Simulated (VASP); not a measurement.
A run of VASP 6.6.1 is set up as follows.

Contents of INCAR:

```
SYSTEM = RbAl12
PREC = Accurate
ENCUT = 520
EDIFF = 1E-6
ISMEAR = 0
SIGMA = 0.1
LREAL = .FALSE.
LASPH = .TRUE.
NELM = 100
ALGO = Normal
ISIF = 2
LWAVE = .FALSE.
LCHARG = .FALSE.
LDIPOL = .TRUE.
IDIPOL = 3
DIPOL = 0.5 0.5 0.481
GGA = PE
IVDW = 12
NBANDS = 34
```

File KPOINTS:

```
regular mesh
0
G
  6 6 1
  0 0 0
```

File POSCAR:

```
RbAl12
1.0
    4.8778314603      0.0000000000      0.0000000000
   -2.4389157301      4.2243259600      0.0000000000
    0.0000000000      0.0000000000     25.8982954061
Al Rb
12 1
Direct
    0.0000000000      0.3333333333      0.3282069289
    0.3333333333      0.0000000000      0.3282069289
    0.6666666667      0.6666666667      0.3282069289
    0.3333333333      0.3333333333      0.4169939231
    0.6666666667      0.0000000000      0.4169939231
    0.0000000000      0.6666666667      0.4169939231
    0.6666666667      0.3333333333      0.5039676308
    0.0000000000      0.0000000000      0.5039676308
    0.3333333333      0.6666666667      0.5036363133
   -0.0030092136      0.3303241198      0.5936358402
    0.3333333333      0.0030092136      0.5936358402
    0.6696758802      0.6666666667      0.5936358402
    0.3333333333      0.6666666667      0.7188282754
```

Potentials or basis: VASP PAW PBE potentials, release 64 (Al, Rb_sv).

The run is started by

```sh
$ cat potpaw_PBE.64/Al/POTCAR potpaw_PBE.64/Rb_sv/POTCAR > POTCAR
$ mpirun -np 1 vasp_std > vasp.out
```

**Question.** What does it give for the largest force?

**Answer.** 0.085 eV/Å.

**Question.** Estimate the band gap on the k mesh.

**Answer.** Zero (an odd number of electrons rules out a gap without spin polarisation).

**Question.** What does it give for the dispersion energy per atom?

**Answer.** -0.267 eV.

Forces in eV/Å, atoms in the order of the input:
```
Al  -0.003 -0.004 -0.085
Al  -0.003  0.004 -0.085
Al   0.005  0.000 -0.085
Al  -0.004  0.007  0.083
Al  -0.004 -0.007  0.083
Al   0.009  0.000  0.083
Al   0.000  0.000  0.003
Al   0.000  0.000  0.003
Al   0.000  0.000  0.002
Al  -0.001 -0.001  0.005
Al  -0.001  0.001  0.005
Al   0.001  0.000  0.005
Rb   0.000  0.000 -0.018
```
